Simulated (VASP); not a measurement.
A run of VASP 6.6.1 is set up as follows.

File INCAR:

```
SYSTEM = Sr4Ti4O11
ALGO = Normal
EDIFF = 1E-6
ENCUT = 520
GGA = PS
ISIF = 2
ISMEAR = 0
LASPH = .TRUE.
LCHARG = .FALSE.
LREAL = Auto
LWAVE = .FALSE.
NBANDS = 92
NELECT = 152.0
NELM = 60
PREC = Accurate
SIGMA = 0.02
```

Contents of KPOINTS:

```
k-points
0
G
  3 3 3
  0 0 0
```

File POSCAR:

```
Sr4Ti4O11
1.0
   -3.8911252269      3.8911252269      3.8911252269
    3.8911252269     -3.8911252269      3.8911252269
    3.8911252269      3.8911252269     -3.8911252269
Sr Ti O
4 4 11
Direct
    0.0000000000     -0.0006129332      0.0006129332
    0.5000000993      0.5023104850      0.0101510483
    0.4999999708     -0.0101510483      0.4976895852
   -0.0000001285      0.4993869091      0.5006129041
    0.4999999708      0.5091307487      0.4908693215
   -0.0069761312     -0.0160783826      0.5091023507
    0.0069762597      0.4908978480      0.0160785111
    0.4999999708     -0.0038491437      0.0038490152
    0.4999999708      0.3515310920      0.6484689782
    0.2504938657      0.0095126725      0.7409812925
    0.2257210829      0.4751917227      0.2505294595
    0.7643791517      0.0135666412      0.2508124111
    0.7742789873      0.7494707392      0.5248083474
    0.7495062045      0.2590187777     -0.0095126725
    0.2356209185      0.7491876591     -0.0135666412
    0.4999999708      0.2599236573      0.2400737436
    0.0000000000      0.7633182760      0.2366816657
    0.0000000000      0.2633183052      0.7366816365
    0.4999999708      0.7599263266      0.7400764129
```

Potentials or basis: VASP PAW PBE potentials, release 64 (Sr_sv, Ti_sv, O).

Launch:

```console
$ cat potpaw_PBE.64/Sr_sv/POTCAR potpaw_PBE.64/Ti_sv/POTCAR potpaw_PBE.64/O/POTCAR > POTCAR
$ mpirun -np 1 vasp_std > vasp.out
```

(1) Estimate the largest force.

## Answers

(1) 0.099 eV/Å.

Caveat: the cell carries a net charge on a neutralising background, which shifts energy and pressure; the PAW data sets were made with another functional, which shifts forces and pressure a little.
